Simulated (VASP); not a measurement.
## GdO: single point with PBE

GdO:

```xyz
2
Lattice="3.7894 0.0000 0.0000 -1.8947 3.2817 0.0000 0.0000 0.0000 5.1583" Properties=species:S:1:pos:R:3 pbc="T T T"
Gd    0.0000    0.0000    0.0000
O     0.0000    2.1878    0.0000
```

- Program: VASP 6.6.1
- Task: single point
- Functional: PBE
- Potentials or basis: VASP PAW PBE potentials, release 64 (Gd, O)
- Cutoff: 600 eV
- k mesh: 5 × 5 × 3
- Occupations: fermi-dirac, width 0.05 eV
- Spin: collinear spin, ferromagnetic start
- Starting moments: [3.5, 0.0] μB

```yaml
Pressure: 0.5 GPa
Net_moment: 6.92 μB per cell
Site_moments: Gd +6.67; O -0.02 μB
Valence_electrons_inside_the_program's_atomic_spheres: Gd 15.27; O 5.04
```

Stress tensor (GPa, compression positive):
```
 1.99  0.00  0.00
 0.00  1.99  0.00
 0.00  0.00 -2.45
```

Levels at points of the mesh, in eV from the Fermi level:
Spin up:
```tsv
k point	band 12	band 13	band 14	band 15	band 16	band 17	band 18	band 19	band 20	band 21
(0.00, 0.00, 0.00)	-4.84	-4.65	-4.63	-4.00	-2.12	1.80	2.99	2.99	5.00	6.60
```
Spin down:
```tsv
k point	band 5	band 6	band 7	band 8	band 9	band 10	band 11	band 12	band 13	band 14
(0.00, 0.00, 0.00)	-19.48	-5.87	-5.87	-4.47	-1.92	0.16	0.32	0.32	0.33	0.33
```

Wall time 3 min on 1 thread of Intel Xeon 8259CL, on a shared host, peak memory 0.24 GiB.

Caveat: the k points lie up to 0.41 Å⁻¹ apart; spin-orbit coupling is left out, which moves the levels of the heavy elements; a cell with one magnetic atom can't hold antiferromagnetic order, which such compounds often take; semilocal functionals describe open f shells poorly, which spoils levels, moments and volumes. With open d or f shells a metallic result of PBE can be an artefact of self-interaction; +U or a hybrid may open a gap.
